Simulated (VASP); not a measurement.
# SnTe (Fm-3m) in VASP: further runs

Runs on SnTe. Level: PBE. Tasks: single point.

Everything below comes from runs of VASP 6.6.1. Logs are shortened: lines on timing, memory, paths and dates and some standing lists are left out, and cuts for length are marked.

## 1. The cell of the first run

The structure is cubic, space group Fm-3m (No. 225). The conventional cell has a = 6.217 Å, b = 6.217 Å, c = 6.217 Å, α = 90.00°, β = 90.00°, γ = 90.00°. Sn (site symmetry m-3m) has 6 Te at 3.11 Å within 4.1 Å. Within 4.1 Å of Te (site symmetry m-3m) lie 6 Sn at 3.11 Å.

## 2. Single point, PBE

File INCAR:

```
SYSTEM = SnTe
PREC = Accurate
ENCUT = 500
EDIFF = 1E-6
ISMEAR = 0
SIGMA = 0.01
LREAL = .False.
LASPH = .True.
NELM = 120
ALGO = Normal
ISIF = 2
LWAVE = .False.
LCHARG = .False.
GGA = PE
NBANDS = 17
GGA_COMPAT = .False.
```

File KPOINTS:

```
regular mesh
0
Gamma
  5 5 5
  0 0 0
```

File POSCAR:

```
SnTe
1.0
    0.0000000000      3.1082657258      3.1082657258
    3.1082657258      0.0000000000      3.1082657258
    3.1082657258      3.1082657258      0.0000000000
Sn Te
1 1
Direct
    0.0000000000      0.0000000000      0.0000000000
    0.5000000000      0.5000000000      0.5000000000
```

Potentials or basis: VASP PAW PBE potentials, release 64 (Sn_d, Te).

On the command line:

```sh
$ cat potpaw_PBE.64/Sn_d/POTCAR potpaw_PBE.64/Te/POTCAR > POTCAR
$ mpirun -np 1 vasp_std > vasp.out
```

OUTCAR:

```text
SYSTEM = SnTe
   PREC = Accurate
   ENCUT = 500
   EDIFF = 1E-6
   ISMEAR = 0
   LREAL = .False.
   LASPH = .True.
   NELM = 120
   ISIF = 2
   GGA = PE

 ion  position               nearest neighbor table
   1  0.000  0.000  0.000-   2 3.11   2 3.11   2 3.11   2 3.11   2 3.11   2 3.11
   2  0.500  0.500  0.500-   1 3.11   1 3.11   1 3.11   1 3.11   1 3.11   1 3.11

  LATTYP: Found a face centered cubic cell.
 ALAT       =     6.2165314516

  Lattice vectors:

 A1 = (   0.0000000000,   3.1082657258,   3.1082657258)
 A2 = (   3.1082657258,   0.0000000000,   3.1082657258)
 A3 = (   3.1082657258,   3.1082657258,   0.0000000000)

Analysis of symmetry for initial positions (statically):
=====================================================================
 Subroutine PRICEL returns:
 Original cell was already a primitive cell.

 Routine SETGRP: Setting up the symmetry group for a
 face centered cubic supercell.

 Subroutine GETGRP returns: Found 48 space group operations
 (whereof 48 operations were pure point group operations)
 out of a pool of 48 trial point group operations.

The static configuration has the point symmetry O_h .

Analysis of symmetry for dynamics (positions and initial velocities):
=====================================================================
 Subroutine PRICEL returns:
 Original cell was already a primitive cell.

 Routine SETGRP: Setting up the symmetry group for a
 face centered cubic supercell.

 Subroutine GETGRP returns: Found 48 space group operations
 (whereof 48 operations were pure point group operations)
 out of a pool of 48 trial point group operations.

The dynamic configuration has the point symmetry O_h .

 Subroutine INISYM returns: Found 48 space group operations
 (whereof 48 operations are pure point group operations),
 and found     1 'primitive' translations

----------------------------------------------------------------------------------------

                                     Primitive cell

  volume of cell :      60.0599

  direct lattice vectors                    reciprocal lattice vectors
     0.000000000  3.108265726  3.108265726    -0.160861408  0.160861408  0.160861408
     3.108265726  0.000000000  3.108265726     0.160861408 -0.160861408  0.160861408
     3.108265726  3.108265726  0.000000000     0.160861408  0.160861408 -0.160861408

  length of vectors
     4.395751545  4.395751545  4.395751545     0.278620131  0.278620131  0.278620131

  position of ions in fractional coordinates (direct lattice)
     0.000000000  0.000000000  0.000000000
     0.500000000  0.500000000  0.500000000

  ion indices of the primitive-cell ions
   primitive index   ion index
                 1           1
                 2           2

----------------------------------------------------------------------------------------

 KPOINTS: regular mesh

Automatic generation of k-mesh.
 Grid dimensions read from file:
 generate k-points for:    5    5    5

 Generating k-lattice:

  Cartesian coordinates                     Fractional coordinates (reciprocal lattice)
    -0.032172282  0.032172282  0.032172282     0.200000000  0.000000000  0.000000000
     0.032172282 -0.032172282  0.032172282     0.000000000  0.200000000  0.000000000
     0.032172282  0.032172282 -0.032172282     0.000000000  0.000000000  0.200000000

  Length of vectors
     0.055724026  0.055724026  0.055724026

  Shift w.r.t. Gamma in fractional coordinates (k-lattice)
     0.000000000  0.000000000  0.000000000

 Subroutine IBZKPT returns following result:
 ===========================================

 Found     10 irreducible k-points:

 Following reciprocal coordinates:
            Coordinates               Weight
  0.000000  0.000000  0.000000      1.000000
  0.200000  0.000000  0.000000      8.000000
  0.400000  0.000000  0.000000      8.000000
  0.200000  0.200000  0.000000      6.000000
  0.400000  0.200000  0.000000     24.000000
 -0.400000  0.200000  0.000000     24.000000
 -0.200000  0.200000  0.000000     12.000000
  0.400000  0.400000  0.000000      6.000000
 -0.400000  0.400000  0.000000     12.000000
 -0.400000  0.400000  0.200000     24.000000
   k-points           NKPTS =     10   k-points in BZ     NKDIM =     10   number of bands    NBANDS=     17
   number of dos      NEDOS =    301   number of ions     NIONS =      2
   total plane-waves  NPLWV =  32768
   dimension x,y,z NGX =    32 NGY =   32 NGZ =   32
   dimension x,y,z NGXF=    64 NGYF=   64 NGZF=   64
   ions per type =               1   1
   NGX,Y,Z   is equivalent  to a cutoff of  12.10, 12.10, 12.10 a.u.
   NGXF,Y,Z  is equivalent  to a cutoff of  24.20, 24.20, 24.20 a.u.
 SYSTEM =  SnTe
   PREC   = accura    normal or accurate (medium, high low for compatibility)
   ISTART =      0    job   : 0-new  1-cont  2-samecut
   ICHARG =      2    charge: 1-file 2-atom 10-const
   ISPIN  =      1    spin polarized calculation?
   LNONCOLLINEAR =      F non collinear calculations
   LSORBIT =      F    spin-orbit coupling
   LASPH  =      T    aspherical Exc in radial PAW
   ENCUT  =  500.0 eV  36.75 Ry    6.06 a.u.   8.01  8.01  8.01*2*pi/ulx,y,z
   NELM   =    120;   NELMIN=  2; NELMDL= -5     # of ELM steps
   EDIFF  = 0.1E-05   stopping-criterion for ELM
   LREAL  =      F    real-space projection
   EDIFFG = 0.1E-04   stopping-criterion for IOM
   NSW    =      0    number of steps for IOM
   IBRION =     -1    ionic relax: 0-MD 1-quasi-New 2-CG
   NFREE  =      0    steps in history (QN), initial steepest desc. (CG)
   ISIF   =      2    stress and relaxation
   ISYM   =      2    0-nonsym 1-usesym 2-fastsym
   POTIM  = 0.5000    time-step for ionic-motion
   TEBEG  =    0.0;   TEEND  =   0.0 temperature during run
   PSTRESS=    0.0 pullay stress
   NELECT =      20.0000    total number of electrons
   NUPDOWN=      -1.0000    fix difference up-down
   EMIN   =  10.00;   EMAX   =-10.00  energy-range for DOS
   EFERMI =   0.00;   METHOD = LEGACY
   ISMEAR =     0;   SIGMA  =   0.01  broadening in eV -4-tet -1-fermi 0-gaus
   EFERMI_NEDOS =   21; number of points for ismear=-14 and -15
   IALGO  =     38    algorithm
   IMIX   =      4    mixing-type and parameters
     AMIX     =   0.40;   BMIX     =  1.00
     AMIX_MAG =   1.60;   BMIX_MAG =  1.00
  volume/ion in A,a.u.               =      30.03       202.65
  Fermi-wavevector in a.u.,A,eV,Ry     =   1.134723  2.144316 17.518825  1.287597
  Thomas-Fermi vector in A             =   2.271428
   LORBIT       =      0    0 simple, 1 ext, 2 COOP (PROOUT), +10 PAW based schemes
   GGA     = PE    functional components
   LHFCALC =     F    Hartree Fock is set to
   AEXX    =    0.0000 exact exchange contribution
   IVDW    =     0    specifies the selected vdW correction
   LEPSILON=     F    determine dielectric tensor
   LRPA    =     F    only Hartree local field effects (RPA)
 non-spin polarized calculation
 Gauss-broadening in eV      SIGMA  =   0.01
  energy-cutoff  :      500.00
  volume of cell :       60.06
 maximum number of plane-waves:      1538
   NGX = 17   NGY = 17   NGZ = 17

 number of electron      20.0000005 magnetization

 Free energy of the ion-electron system (eV)
  ---------------------------------------------------
  ext. energy  EPLUGINS =         0.00000000
  ---------------------------------------------------
  free energy    TOTEN  =        -7.49604136 eV

  energy without entropy =       -7.49604136  energy(sigma->0) =       -7.49604136

 E-fermi :   7.2166     XC(G=0):  -9.6872

 val. band max:        7.1715099812   @ k =  -0.2000   0.2000   0.0000
 cond. band min:       8.0077010712   @ k =   0.4000   0.0000   0.0000
 fundamental gap:      0.8361910900
 Fermi energy:         7.2165911364

 k-point     1 :       0.0000    0.0000    0.0000
  band No.  band energies     occupation
      1     -14.4621      2.00000
      2     -14.4621      2.00000
      3     -14.4530      2.00000
      4     -14.4530      2.00000
      5     -14.4530      2.00000
      6      -5.6457      2.00000
[... 9 lines left out ...]
     16      12.1481      0.00000
     17      14.1737      0.00000

 k-point     2 :       0.2000    0.0000    0.0000
  band No.  band energies     occupation
      1     -14.4641      2.00000
      2     -14.4641      2.00000
      3     -14.4524      2.00000
      4     -14.4505      2.00000
      5     -14.4505      2.00000
      6      -5.2950      2.00000
[... 9 lines left out ...]
     16      12.9669      0.00000
     17      16.5334      0.00000

 k-point     3 :       0.4000    0.0000    0.0000
  band No.  band energies     occupation
      1     -14.4679      2.00000
      2     -14.4679      2.00000
      3     -14.4515      2.00000
      4     -14.4457      2.00000
      5     -14.4457      2.00000
      6      -4.4710      2.00000
[... 9 lines left out ...]
     16      15.1497      0.00000
     17      17.6559      0.00000

 k-point     4 :       0.2000    0.2000    0.0000
  band No.  band energies     occupation
      1     -14.4689      2.00000
      2     -14.4602      2.00000
      3     -14.4546      2.00000
      4     -14.4487      2.00000
      5     -14.4487      2.00000
      6      -5.1805      2.00000
[... 9 lines left out ...]
     16      14.1859      0.00000
     17      14.8175      0.00000

 k-point     5 :       0.4000    0.2000    0.0000
  band No.  band energies     occupation
      1     -14.4735      2.00000
      2     -14.4620      2.00000
      3     -14.4536      2.00000
      4     -14.4458      2.00000
      5     -14.4444      2.00000
      6      -4.5042      2.00000
[... 9 lines left out ...]
     16      16.2101      0.00000
     17      17.2707      0.00000

 k-point     6 :      -0.4000    0.2000    0.0000
  band No.  band energies     occupation
      1     -14.4718      2.00000
      2     -14.4660      2.00000
      3     -14.4497      2.00000
      4     -14.4464      2.00000
      5     -14.4443      2.00000
      6      -4.1016      2.00000
[... 9 lines left out ...]
     16      15.0888      0.00000
     17      18.1057      0.00000

 k-point     7 :      -0.2000    0.2000    0.0000
  band No.  band energies     occupation
      1     -14.4670      2.00000
      2     -14.4661      2.00000
      3     -14.4512      2.00000
      4     -14.4484      2.00000
      5     -14.4470      2.00000
      6      -4.7701      2.00000
[... 9 lines left out ...]
     16      15.6622      0.00000
     17      16.0588      0.00000

 k-point     8 :       0.4000    0.4000    0.0000
  band No.  band energies     occupation
      1     -14.4817      2.00000
      2     -14.4573      2.00000
      3     -14.4571      2.00000
      4     -14.4414      2.00000
      5     -14.4414      2.00000
      6      -4.1505      2.00000
[... 9 lines left out ...]
     16      17.2891      0.00000
     17      18.1414      0.00000

 k-point     9 :      -0.4000    0.4000    0.0000
  band No.  band energies     occupation
      1     -14.4803      2.00000
      2     -14.4597      2.00000
      3     -14.4547      2.00000
      4     -14.4423      2.00000
      5     -14.4413      2.00000
      6      -3.8722      2.00000
[... 9 lines left out ...]
     16      16.3923      0.00000
     17      18.4652      0.00000

 k-point    10 :      -0.4000    0.4000    0.2000
  band No.  band energies     occupation
      1     -14.4763      2.00000
      2     -14.4626      2.00000
      3     -14.4516      2.00000
      4     -14.4463      2.00000
      5     -14.4415      2.00000
      6      -3.9742      2.00000
[... 9 lines left out ...]
     16      17.1418      0.00000
     17      17.2745      0.00000

------------------------ aborting loop because EDIFF is reached ----------------------------------------

  FORCE on cell =-STRESS in cart. coord.  units (eV):
  Direction    XX          YY          ZZ          XY          YZ          ZX
  --------------------------------------------------------------------------------------
  -------------------------------------------------------------------------------------
  Total        1.6464510      1.6464510      1.6464510      0.0000000      0.0000000      0.0000000
  in kB       43.9212790     43.9212790     43.9212790      0.0000000      0.0000000      0.0000000
  external PRESSURE =      43.9212790 kB  Pullay stress =       0.0000000 kB

 VOLUME and BASIS-vectors are now :
 -----------------------------------------------------------------------------
  energy-cutoff  :      500.00
  volume of cell :       60.06
      direct lattice vectors                 reciprocal lattice vectors
     0.000000000  3.108265726  3.108265726    -0.160861408  0.160861408  0.160861408
     3.108265726  0.000000000  3.108265726     0.160861408 -0.160861408  0.160861408
     3.108265726  3.108265726  0.000000000     0.160861408  0.160861408 -0.160861408

 POSITION                                       TOTAL-FORCE (eV/Angst)
 -----------------------------------------------------------------------------------
      0.00000      0.00000      0.00000        -0.000000      0.000000     -0.000000
      3.10827      3.10827      3.10827         0.000000     -0.000000      0.000000
 -----------------------------------------------------------------------------------
    total drift:                                0.000000     -0.000000     -0.000000

  FREE ENERGIE OF THE ION-ELECTRON SYSTEM (eV)
  ---------------------------------------------------
  free  energy   TOTEN  =        -7.4960413593 eV

  energy  without entropy=       -7.4960413593  energy(sigma->0) =       -7.49604136
```

Run time: 14 s. Hardware: 1 thread of Intel Xeon 8259CL, shared host; peak memory 0.18 GiB.

Results:

```
Free energy : -7.4960 eV
Pressure    : 4.4 GPa
```

Caveat: this odd mesh misses L, where the gap lies, so gap, dielectric constants and Born charges aren't listed; spin-orbit coupling is left out, which moves the levels of the heavy elements.

## 3. Single point, PBE

This run uses another cell than the first one, of 32.53 Å³/atom, 1.083 times its volume.

INCAR is that of step 2.

File KPOINTS:

```
Automatic mesh
0
Gamma
  5 5 5
  0 0 0
```

File POSCAR:

```
SnTe
1.0
    0.0000000000      3.1923133075      3.1923133075
    3.1923133075      0.0000000000      3.1923133075
    3.1923133075      3.1923133075      0.0000000000
Sn Te
1 1
Direct
    0.0000000000      0.0000000000      0.0000000000
    0.5000000000      0.5000000000      0.5000000000
```

Potentials or basis: VASP PAW PBE potentials, release 64 (Sn_d, Te).

On the command line:

```sh
$ cat potpaw_PBE.64/Sn_d/POTCAR potpaw_PBE.64/Te/POTCAR > POTCAR
$ mpirun -np 1 vasp_std > vasp.out
```

Wall time 21 s (1 thread of Intel Xeon 8259CL, shared host); peak memory 0.2 GiB.

The run converged. Its results:

```yaml
Free_energy: -7.5681 eV
Pressure: 0.4 GPa
```

Levels at points of the mesh, in eV from the Fermi level:
```tsv
k point	band 7	band 8	band 9	band 10	band 11	band 12	band 13	band 14
(0.00, 0.00, 0.00)	-4.59	-1.79	-1.79	-1.79	3.51	3.51	3.51	5.07
```

Caveat: this odd mesh misses L, where the gap lies, so gap, dielectric constants and Born charges aren't listed; spin-orbit coupling is left out, which moves the levels of the heavy elements.
